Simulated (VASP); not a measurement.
Here is a VASP 6.6.1 calculation.

Contents of INCAR:

```
PREC     = Accurate       # precision mode
ENCUT    = 520            # plane-wave cutoff, eV
EDIFF    = 1E-6           # SCF threshold, eV
ISMEAR   = 0              # smearing method
SIGMA    = 0.01           # smearing width, eV
LREAL    = Auto         
LASPH    = True           # aspherical terms in the spheres
NELM     = 80             # most SCF steps
ALGO     = Normal         # electronic algorithm
ISIF     = 2              # what is computed and relaxed
LWAVE    = False          # write WAVECAR
LCHARG   = False          # write CHGCAR
GGA      = PE             # functional
NBANDS   = 54             # bands
```

KPOINTS

```
regular mesh
0
Gamma
  4 4 5
```

Contents of POSCAR:

```
ScAl3N4
1.0
    6.4800956655      0.0157270180      0.0000000000
   -3.2264278356      5.6197909742      0.0000000000
    0.0000000000      0.0000000000      5.0779873840
Al Sc N
6 2 8
Direct
    0.1644655885      0.8292681897     -0.0000288443
    0.3355344115      0.6707318103      0.4999711557
    0.6707318103      0.3355344115     -0.0000288443
    0.8292681897      0.1644655885      0.4999711557
    0.6650501473      0.8349498527     -0.0042354538
    0.8349498527      0.6650501473      0.4957645462
    0.1612667940      0.3387332060     -0.0074999575
    0.3387332060      0.1612667940      0.4925000425
    0.1589044097      0.3410955903      0.4124612027
    0.3410955903      0.1589044097      0.9124612027
    0.1548464809      0.8095916177      0.3744917806
    0.3451535191      0.6904083823      0.8744917806
    0.6904083823      0.3451535191      0.3744917806
    0.8095916177      0.1548464809      0.8744917806
    0.6675067508      0.8324932492      0.3783483360
    0.8324932492      0.6675067508      0.8783483360
```

Potentials or basis: VASP PAW PBE potentials, release 64 (Al, Sc_sv, N).

Command:

```bash
$ cat potpaw_PBE.64/Al/POTCAR potpaw_PBE.64/Sc_sv/POTCAR potpaw_PBE.64/N/POTCAR > POTCAR
$ mpirun -np 1 vasp_std > vasp.out
```

**Question.** Predict the band gap on the k mesh.

**Answer.** 3.72 eV.

**Question.** Estimate the pressure.

**Answer.** -0.7 GPa.

Forces in eV/Å, atoms in the order of the input:
```
Al   0.002  0.004  0.000
Al  -0.002 -0.004  0.000
Al  -0.002 -0.004  0.000
Al   0.002  0.004  0.000
Al  -0.001  0.001 -0.001
Al   0.001 -0.001 -0.001
Sc  -0.004  0.002  0.005
Sc   0.004 -0.002  0.005
N   -0.056  0.032  0.033
N    0.056 -0.032  0.033
N   -0.002 -0.061 -0.019
N    0.002  0.061 -0.019
N    0.051  0.032 -0.019
N   -0.051 -0.032 -0.019
N    0.000  0.000  0.000
N    0.000  0.000  0.000
```

A k mesh can miss the band edges.
